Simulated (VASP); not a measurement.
# Ta16S in VASP: single point with PBE

Aim: the single point of Ta16S with PBE.

Program: VASP 6.6.1. These are calculated values, not measurements. Logs are shortened: lines on timing, memory, paths and dates and some standing lists are left out, and cuts for length are marked.

## Step 1: The cell of the first run

The cell holds a slab with vacuum, 17 atoms: a = 6.638 Å, b = 6.638 Å, c = 20.300 Å, α = 90.00°, β = 90.00°, γ = 90.00°.

## Step 2: Single point, PBE

Contents of INCAR:

```
ALGO     = Normal         # electronic algorithm
DIPOL    = 0.5 0.5 0.330
EDIFF    = 1E-6           # SCF threshold, eV
ENCUT    = 520            # plane-wave cutoff, eV
GGA      = PE             # functional
IDIPOL   = 3            
ISIF     = 2              # what is computed and relaxed
ISMEAR   = 0              # smearing method
LASPH    = T              # aspherical terms in the spheres
LCHARG   = T              # write CHGCAR
LDIPOL   = T            
LELF     = T              # ELF
LREAL    = Auto         
LVACPOTAV= T            
LVHAR    = T            
LWAVE    = F              # write WAVECAR
NBANDS   = 105            # bands
NELM     = 80             # most SCF steps
PREC     = Accurate       # precision mode
SIGMA    = 0.1            # smearing width, eV
```

Contents of KPOINTS:

```
k-points
0
Gamma
  4 4 1
```

Contents of POSCAR:

```
Ta16S
1.0
    6.6379342675      0.0000000000      0.0000000000
    0.0000000000      6.6379342675      0.0000000000
    0.0000000000      0.0000000000     20.2996557315
Ta S
16 1
Direct
    0.2500000000      0.2500000000      0.1970476767
    0.2500000000      0.7500000000      0.1970476767
    0.7500000000      0.2500000000      0.1970476767
    0.7500000000      0.7500000000      0.1970476767
    0.0000000000      0.0000000000      0.2787970221
    0.0000000000      0.5000000000      0.2787970221
    0.5000000000      0.0000000000      0.2787970221
    0.5000000000      0.5000000000      0.2787970221
    0.2500000000      0.2500000000      0.3599139031
    0.2500000000      0.7500000000      0.3599139031
    0.7500000000      0.2500000000      0.3599139031
    0.7500000000      0.7500000000      0.3599139031
    0.0000000000      0.0000000000      0.4334879294
    0.0000000000      0.5000000000      0.4334879294
    0.5000000000      0.0000000000      0.4334879294
    0.5000000000      0.5000000000      0.4334879294
    0.0625000000      0.1875000000      0.5260157915
```

Potentials or basis: VASP PAW PBE potentials, release 64 (Ta_pv, S).

Launch:

```console
cat potpaw_PBE.64/Ta_pv/POTCAR potpaw_PBE.64/S/POTCAR > POTCAR
mpirun -np 1 vasp_std > vasp.out
```

OUTCAR:

```text
EDIFF = 1E-6
   ENCUT = 520
   GGA = PE
   ISIF = 2
   ISMEAR = 0
   LASPH = T
   LREAL = Auto
   NELM = 80
   PREC = Accurate

 ion  position               nearest neighbor table
   1  0.250  0.250  0.197-   5 2.87   6 2.87   7 2.87   8 2.87   9 3.31   3 3.32   2 3.32   2 3.32
                             3 3.32
   2  0.250  0.750  0.197-   5 2.87   6 2.87   7 2.87   8 2.87  10 3.31   4 3.32   1 3.32   1 3.32
                             4 3.32
   3  0.750  0.250  0.197-   5 2.87   6 2.87   7 2.87   8 2.87  11 3.31   4 3.32   1 3.32   4 3.32
                             1 3.32
   4  0.750  0.750  0.197-   5 2.87   6 2.87   7 2.87   8 2.87  12 3.31   3 3.32   2 3.32   3 3.32
                             2 3.32
   5  0.000  0.000  0.279-   9 2.87  10 2.87  11 2.87  12 2.87   1 2.87   2 2.87   3 2.87   4 2.87
                            13 3.14   7 3.32   6 3.32   6 3.32   7 3.32
   6  0.000  0.500  0.279-   9 2.87  10 2.87  11 2.87  12 2.87   1 2.87   2 2.87   3 2.87   4 2.87
                            14 3.14   8 3.32   5 3.32   5 3.32   8 3.32
   7  0.500  0.000  0.279-   9 2.87  10 2.87  11 2.87  12 2.87   1 2.87   2 2.87   3 2.87   4 2.87
                            15 3.14   8 3.32   5 3.32   8 3.32   5 3.32
   8  0.500  0.500  0.279-   9 2.87  10 2.87  11 2.87  12 2.87   1 2.87   2 2.87   3 2.87   4 2.87
                            16 3.14   7 3.32   6 3.32   7 3.32   6 3.32
   9  0.250  0.250  0.360-  13 2.78  14 2.78  15 2.78  16 2.78   5 2.87   6 2.87   7 2.87   8 2.87
                             1 3.31  10 3.32  11 3.32  10 3.32  11 3.32
  10  0.250  0.750  0.360-  13 2.78  14 2.78  15 2.78  16 2.78   5 2.87   6 2.87   7 2.87   8 2.87
                             2 3.31   9 3.32  12 3.32   9 3.32  12 3.32
  11  0.750  0.250  0.360-  13 2.78  14 2.78  15 2.78  16 2.78   5 2.87   6 2.87   7 2.87   8 2.87
                             3 3.31   9 3.32  12 3.32  12 3.32   9 3.32
  12  0.750  0.750  0.360-  13 2.78  14 2.78  15 2.78  16 2.78   5 2.87   6 2.87   7 2.87   8 2.87
                             4 3.31  10 3.32  11 3.32  11 3.32  10 3.32
  13  0.000  0.000  0.433-  17 2.29  10 2.78  11 2.78  12 2.78   9 2.78   5 3.14  15 3.32  14 3.32
                            14 3.32  15 3.32
  14  0.000  0.500  0.433-   9 2.78  10 2.78  11 2.78  12 2.78  17 2.83   6 3.14  16 3.32  13 3.32
                            13 3.32  16 3.32
  15  0.500  0.000  0.433-   9 2.78  10 2.78  11 2.78  12 2.78   7 3.14  13 3.32  16 3.32  16 3.32
                            13 3.32
  16  0.500  0.500  0.433-   9 2.78  10 2.78  11 2.78  12 2.78   8 3.14  14 3.32  15 3.32  15 3.32
                            14 3.32
  17  0.062  0.188  0.526-  13 2.29  14 2.83

  LATTYP: Found a simple tetragonal cell.
 ALAT       =     6.6379342675
 C/A-ratio  =     3.0581284649

  Lattice vectors:

 A1 = (   6.6379342675,   0.0000000000,   0.0000000000)
 A2 = (   0.0000000000,   6.6379342675,   0.0000000000)
 A3 = (   0.0000000000,   0.0000000000,  20.2996557315)

Analysis of symmetry for initial positions (statically):
=====================================================================
 Subroutine PRICEL returns:
 Original cell was already a primitive cell.

 Routine SETGRP: Setting up the symmetry group for a
 simple tetragonal supercell.

 Subroutine GETGRP returns: Found  1 space group operations
 (whereof  1 operations were pure point group operations)
 out of a pool of 16 trial point group operations.

The static configuration has the point symmetry C_1 .

Analysis of symmetry for dynamics (positions and initial velocities):
=====================================================================
 Subroutine PRICEL returns:
 Original cell was already a primitive cell.

 Routine SETGRP: Setting up the symmetry group for a
 simple tetragonal supercell.

 Subroutine GETGRP returns: Found  1 space group operations
 (whereof  1 operations were pure point group operations)
 out of a pool of 16 trial point group operations.

The dynamic configuration has the point symmetry C_1 .

 Subroutine INISYM returns: Found  1 space group operations
 (whereof  1 operations are pure point group operations),
 and found     1 'primitive' translations

----------------------------------------------------------------------------------------

                                     Primitive cell

  volume of cell :     894.4469

  direct lattice vectors                    reciprocal lattice vectors
     6.637934268  0.000000000  0.000000000     0.150649277  0.000000000  0.000000000
     0.000000000  6.637934268  0.000000000     0.000000000  0.150649277  0.000000000
     0.000000000  0.000000000 20.299655731     0.000000000  0.000000000  0.049261919

  length of vectors
     6.637934268  6.637934268 20.299655731     0.150649277  0.150649277  0.049261919

  position of ions in fractional coordinates (direct lattice)
     0.250000000  0.250000000  0.197047677
     0.250000000  0.750000000  0.197047677
     0.750000000  0.250000000  0.197047677
     0.750000000  0.750000000  0.197047677
     0.000000000  0.000000000  0.278797022
     0.000000000  0.500000000  0.278797022
[... 9 lines left out ...]
     0.500000000  0.500000000  0.433487929
     0.062500000  0.187500000  0.526015792

  ion indices of the primitive-cell ions
   primitive index   ion index
                 1           1
                 2           2
                 3           3
                 4           4
                 5           5
                 6           6
[... 9 lines left out ...]
                16          16
                17          17

----------------------------------------------------------------------------------------

 KPOINTS: k-points

Automatic generation of k-mesh.
 Grid dimensions read from file:
 generate k-points for:    4    4    1

 Generating k-lattice:

  Cartesian coordinates                     Fractional coordinates (reciprocal lattice)
     0.037662319  0.000000000  0.000000000     0.250000000  0.000000000  0.000000000
     0.000000000  0.037662319  0.000000000     0.000000000  0.250000000  0.000000000
     0.000000000  0.000000000  0.049261919     0.000000000  0.000000000  1.000000000

  Length of vectors
     0.037662319  0.037662319  0.049261919

  Shift w.r.t. Gamma in fractional coordinates (k-lattice)
     0.000000000  0.000000000  0.000000000

 Subroutine IBZKPT returns following result:
 ===========================================

 Found     10 irreducible k-points:

 Following reciprocal coordinates:
            Coordinates               Weight
  0.000000  0.000000  0.000000      1.000000
  0.250000  0.000000  0.000000      2.000000
  0.000000  0.250000  0.000000      2.000000
  0.500000  0.000000  0.000000      1.000000
  0.000000  0.500000  0.000000      1.000000
  0.250000  0.250000  0.000000      2.000000
 -0.250000  0.250000  0.000000      2.000000
  0.500000  0.250000  0.000000      2.000000
 -0.250000  0.500000  0.000000      2.000000
  0.500000  0.500000  0.000000      1.000000
   k-points           NKPTS =     10   k-points in BZ     NKDIM =     10   number of bands    NBANDS=    105
   number of dos      NEDOS =    301   number of ions     NIONS =     17
   total plane-waves  NPLWV = 400000
   dimension x,y,z NGX =    50 NGY =   50 NGZ =  160
   dimension x,y,z NGXF=   100 NGYF=  100 NGZF=  320
   ions per type =              16   1
   NGX,Y,Z   is equivalent  to a cutoff of  12.52, 12.52, 13.10 a.u.
   NGXF,Y,Z  is equivalent  to a cutoff of  25.04, 25.04, 26.21 a.u.
 SYSTEM =  unknown system
   PREC   = accura    normal or accurate (medium, high low for compatibility)
   ISTART =      0    job   : 0-new  1-cont  2-samecut
   ICHARG =      2    charge: 1-file 2-atom 10-const
   ISPIN  =      1    spin polarized calculation?
   LNONCOLLINEAR =      F non collinear calculations
   LSORBIT =      F    spin-orbit coupling
   LASPH  =      T    aspherical Exc in radial PAW
   ENCUT  =  520.0 eV  38.22 Ry    6.18 a.u.  12.34 12.34 37.74*2*pi/ulx,y,z
   NELM   =     80;   NELMIN=  2; NELMDL= -5     # of ELM steps
   EDIFF  = 0.1E-05   stopping-criterion for ELM
   LREAL  =      T    real-space projection
   EDIFFG = 0.1E-04   stopping-criterion for IOM
   NSW    =      0    number of steps for IOM
   IBRION =     -1    ionic relax: 0-MD 1-quasi-New 2-CG
   NFREE  =      0    steps in history (QN), initial steepest desc. (CG)
   ISIF   =      2    stress and relaxation
   ISYM   =      2    0-nonsym 1-usesym 2-fastsym
   POTIM  = 0.5000    time-step for ionic-motion
   TEBEG  =    0.0;   TEEND  =   0.0 temperature during run
   PSTRESS=    0.0 pullay stress
   NELECT =     182.0000    total number of electrons
   NUPDOWN=      -1.0000    fix difference up-down
   EMIN   =  10.00;   EMAX   =-10.00  energy-range for DOS
   EFERMI =   0.00;   METHOD = LEGACY
   ISMEAR =     0;   SIGMA  =   0.10  broadening in eV -4-tet -1-fermi 0-gaus
   EFERMI_NEDOS =   21; number of points for ismear=-14 and -15
   IALGO  =     38    algorithm
   IMIX   =      4    mixing-type and parameters
     AMIX     =   0.40;   BMIX     =  1.00
     AMIX_MAG =   1.60;   BMIX_MAG =  1.00
  volume/ion in A,a.u.               =      52.61       355.06
  Fermi-wavevector in a.u.,A,eV,Ry     =   0.962898  1.819614 12.614957  0.927173
  Thomas-Fermi vector in A             =   2.092397
   LORBIT       =      0    0 simple, 1 ext, 2 COOP (PROOUT), +10 PAW based schemes
   GGA     = PE    functional components
   LHFCALC =     F    Hartree Fock is set to
   AEXX    =    0.0000 exact exchange contribution
   IVDW    =     0    specifies the selected vdW correction
   LEPSILON=     F    determine dielectric tensor
   LRPA    =     F    only Hartree local field effects (RPA)
 non-spin polarized calculation
 Gauss-broadening in eV      SIGMA  =   0.10
  energy-cutoff  :      520.00
  volume of cell :      894.45
 maximum number of plane-waves:     24163
 NGX is ok and might be reduce to    50
   NGX = 25   NGY = 25   NGZ = 75

 dipolmoment           0.000000      0.000000     -2.199771 electrons x Angstroem

 number of electron     181.9999956 magnetization

 dipolmoment           0.000000      0.000000      0.117199 electrons x Angstroem

 Free energy of the ion-electron system (eV)
  ---------------------------------------------------
  ext. energy  EPLUGINS =         0.00000000
  ---------------------------------------------------
  free energy    TOTEN  =      -180.21746267 eV

  energy without entropy =     -180.12395998  energy(sigma->0) =     -180.17071133

 E-fermi :  -0.5649     XC(G=0):  -5.4249

 val. band max:       -0.5654499131   @ k =   0.2500   0.0000   0.0000
 cond. band min:      -0.5465827974   @ k =  -0.2500   0.2500   0.0000
 fundamental gap:      0.0188671157
 Fermi energy:        -0.5649366870

 k-point     1 :       0.0000    0.0000    0.0000
  band No.  band energies     occupation
      1     -35.5878      2.00000
      2     -35.5846      2.00000
      3     -35.5770      2.00000
      4     -35.5737      2.00000
      5     -35.5694      2.00000
      6     -35.5619      2.00000
[... 95 lines left out ...]
    102       0.4859      0.00000
    103       0.9124      0.00000

 k-point     2 :       0.2500    0.0000    0.0000
  band No.  band energies     occupation
      1     -35.5790      2.00000
      2     -35.5769      2.00000
      3     -35.5668      2.00000
      4     -35.5594      2.00000
      5     -35.5501      2.00000
      6     -35.5430      2.00000
[... 943 lines left out ...]
    102      -0.0308      0.00000
    103       0.0565      0.00000
 [bands above 103 left out]

------------------------ aborting loop because EDIFF is reached ----------------------------------------

  FORCE on cell =-STRESS in cart. coord.  units (eV):
  Direction    XX          YY          ZZ          XY          YZ          ZX
  --------------------------------------------------------------------------------------
  -------------------------------------------------------------------------------------
  Total      -16.6529714    -17.9450991     -2.0619382      0.4587235      1.7641788      0.3375914
  in kB      -29.8296220    -32.1441448     -3.6934452      0.8216881      3.1600839      0.6047103
  external PRESSURE =     -21.8890706 kB  Pullay stress =       0.0000000 kB

 VOLUME and BASIS-vectors are now :
 -----------------------------------------------------------------------------
  energy-cutoff  :      520.00
  volume of cell :      894.45
      direct lattice vectors                 reciprocal lattice vectors
     6.637934268  0.000000000  0.000000000     0.150649277  0.000000000  0.000000000
     0.000000000  6.637934268  0.000000000     0.000000000  0.150649277  0.000000000
     0.000000000  0.000000000 20.299655731     0.000000000  0.000000000  0.049261919

 POSITION                                       TOTAL-FORCE (eV/Angst)
 -----------------------------------------------------------------------------------
      1.65948      1.65948      4.00000        -0.045602     -0.006060      0.836991
      1.65948      4.97845      4.00000         0.030162      0.017078      0.766875
      4.97845      1.65948      4.00000         0.034366      0.009189      0.803823
      4.97845      4.97845      4.00000         0.048518      0.034353      0.766467
      0.00000      0.00000      5.65948         0.048876      0.079523     -1.262412
      0.00000      3.31897      5.65948         0.025158     -0.115298     -0.859822
[... 9 lines left out ...]
      3.31897      3.31897      8.79966         0.042568     -0.066727     -0.395767
      0.41487      1.24461     10.67794         0.273421      0.942275      0.013562
 -----------------------------------------------------------------------------------
    total drift:                                0.000331     -0.002380      0.007205

  FREE ENERGIE OF THE ION-ELECTRON SYSTEM (eV)
  ---------------------------------------------------
  free  energy   TOTEN  =      -180.2174626711 eV

  energy  without entropy=     -180.1239599811  energy(sigma->0) =     -180.17071133

 vacuum level on the upper side and lower side of the slab         3.935         3.454
```

Run time: 29 min. Hardware: 1 thread of Intel Xeon 6975P-C (Granite Rapids), shared host; peak memory 1.1 GiB.

What came out:

```yaml
Free_energy: -180.2175 eV
Largest_force: 1.395 eV/Å
Band_gap_on_the_k_mesh: zero (bands 91 and 92 overlap by 0.50 eV)
```

Forces in eV/Å, atoms in the order of the input:
```
Ta  -0.046 -0.006  0.837
Ta   0.030  0.017  0.767
Ta   0.034  0.009  0.804
Ta   0.049  0.034  0.766
Ta   0.049  0.080 -1.262
Ta   0.025 -0.115 -0.860
Ta  -0.017  0.037 -0.713
Ta   0.006  0.010 -0.590
Ta   0.172  0.141 -0.691
Ta   0.338 -0.195 -0.214
Ta  -0.252  0.097 -0.547
Ta  -0.492 -0.233 -0.215
Ta  -0.395 -0.178  1.190
Ta   0.135 -0.775  1.152
Ta   0.047  0.201 -0.043
Ta   0.043 -0.067 -0.396
S    0.273  0.942  0.014
```

Caveat: spin-orbit coupling is left out, which moves the levels of the heavy elements.
